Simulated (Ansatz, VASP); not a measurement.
BaTe: VASP beside Ansatz

The input POSCAR:

```
BaTe
1.0
    5.9738370756      0.0000000000      0.0000000000
   -2.9869185378      5.1734946656      0.0000000000
    0.0000000000      0.0000000000      7.0021674480
Ba Te
2 2
Direct
    0.3333333333      0.6666666667      0.2500000000
    0.6666666667      0.3333333333      0.7500000000
    0.6666666667      0.3333333333      0.2500000000
    0.3333333333      0.6666666667      0.7500000000
```

The input INCAR.step1:

```
ALGO     = Normal         # electronic algorithm
EDIFF    = 1E-4           # SCF threshold, eV
ENCUT    = 520            # plane-wave cutoff, eV
GGA      = PE             # functional
ISMEAR   = 0              # smearing method
LASPH    = T              # aspherical terms in the spheres
LCHARG   = F              # write CHGCAR
LREAL    = F              # projectors in reciprocal space
LWAVE    = T              # write WAVECAR
NBANDS   = 24             # bands
NELM     = 100            # most SCF steps
PREC     = Accurate       # precision mode
SIGMA    = 0.01           # smearing width, eV
```

INCAR.step2

```
ALGO     = Normal         # electronic algorithm
EDIFF    = 1E-6           # SCF threshold, eV
ENCUT    = 520            # plane-wave cutoff, eV
ISIF     = 2              # what is computed and relaxed
ISMEAR   = 0              # smearing method
ISTART   = 1            
LASPH    = T              # aspherical terms in the spheres
LCHARG   = F              # write CHGCAR
LMIXTAU  = T            
LREAL    = F              # projectors in reciprocal space
LWAVE    = F              # write WAVECAR
METAGGA  = R2SCAN         # meta-GGA
NBANDS   = 24             # bands
NELM     = 100            # most SCF steps
PREC     = Accurate       # precision mode
SIGMA    = 0.01           # smearing width, eV
```

File KPOINTS:

```
k-points
0
Gamma
  6 6 4
```

Input for Ansatz:

```yaml
crystal:
  lattice:
    - [5.9738370756, 0.0, 0.0]
    - [-2.9869185378, 5.1734946656, 0.0]
    - [0.0, 0.0, 7.002167448]
  atoms:
    - { symbol: Ba, position: [0.3333333333, 0.6666666667, 0.25] }
    - { symbol: Ba, position: [0.6666666667, 0.3333333333, 0.75] }
    - { symbol: Te, position: [0.6666666667, 0.3333333333, 0.25] }
    - { symbol: Te, position: [0.3333333333, 0.6666666667, 0.75] }
kpoints:
  mp_grid: { grid: [6, 6, 4] }
hamiltonian:
  xc: r2scan
scf:
  occupations: { method: fixed }
  n_extra_bands: 5
output:
  forces: true
  stress: true
  eigenvalues: true
```

Alike in both runs: task single point; functional r2SCAN; k mesh 6 × 6 × 4; no spin polarisation.

|  | VASP | Ansatz |
| --- | --- | --- |
| version | VASP 6.6.1 | Ansatz 0.2.0 |
| potentials or method | VASP PAW PBE potentials, release 64 (Ba_sv, Te) | plane waves, PAW |
| plane-wave cutoff (eV) | 520 | 500 |
| occupations | gaussian, width 0.01 eV | fixed |
| valence electrons in the cell | 32 | 52 |

Ansatz gave:

- gap on the k mesh at the Fermi level (eV): 2.31
- pressure (GPa): 0.0
- traceless stress, the component that is largest in VASP (GPa): 0.03

**Question.** Which values does VASP return?

**Answer.** gap on the k mesh at the Fermi level (eV): 2.24; pressure (GPa): 0.2; traceless stress, the component that is largest in VASP (GPa): 0.09.

VASP's potentials were made for PBE, not for r2SCAN. VASP's potentials hold 32 valence electrons a cell and Ansatz's 52, so a difference there can come from the potentials and not from the codes.

Neither program's run includes spin-orbit coupling.
